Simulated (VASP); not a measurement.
Crystal: Ca.

```
Ca
1.0
     3.95159    0.00000    0.00000
    -1.97580    3.42218    0.00000
     0.00000    0.00000    6.45295
Ca
2
Direct
  0.33333 0.66667 0.25000
  0.66667 0.33333 0.75000
```

This isn't the form of Ca at room conditions, which is fcc.

```yaml
Program: VASP 6.6.1
Task: relaxation of cell and atoms
Functional: PBEsol
Potentials_or_basis: VASP PAW PBE potentials, release 64 (Ca_sv)
Cutoff: 600 eV
k_mesh: 9 × 9 × 5
Occupations: fermi-dirac, width 0.1 eV
Spin: no spin polarisation
```

At the start: pressure -1.0 GPa; volume 43.63 Å³/atom.

**Question.** How do energy, volume and symmetry change on relaxing?

**Answer.** Over 7 steps the energy falls by 9.4 meV/atom and the volume is 40.86 Å³/atom (-6.4 %); space group P6_3/mmc (No. 194, to 0.1 Å) before and after.

The path:
| step | energy change (eV) | largest force (eV/Å) | pressure (GPa) | volume (Å³) |
| --- | --- | --- | --- | --- |
| 1 | 0.0000 | 0.0000 | -1.04 | 87.26 |
| 2 | -0.0162 | 0.0000 | -0.39 | 83.73 |
| 3 | -0.0186 | 0.0000 | -0.02 | 81.95 |
| 4 | -0.0186 | 0.0000 | 0.00 | 81.82 |
| 5 | -0.0186 | 0.0000 | 0.03 | 81.71 |
| 6 | -0.0187 | 0.0000 | 0.02 | 81.72 |
| 7 | -0.0188 | 0.0000 | 0.02 | 81.72 |

Final structure:
```
Ca
1.0
     3.85472    0.00000    0.00000
    -1.92736    3.33828    0.00000
     0.00000    0.00000    6.35033
Ca
2
Direct
  0.33333 0.66667 0.25000
  0.66667 0.33333 0.75000
```

Caveat: the PAW data sets were made with another functional, which shifts forces and pressure a little.
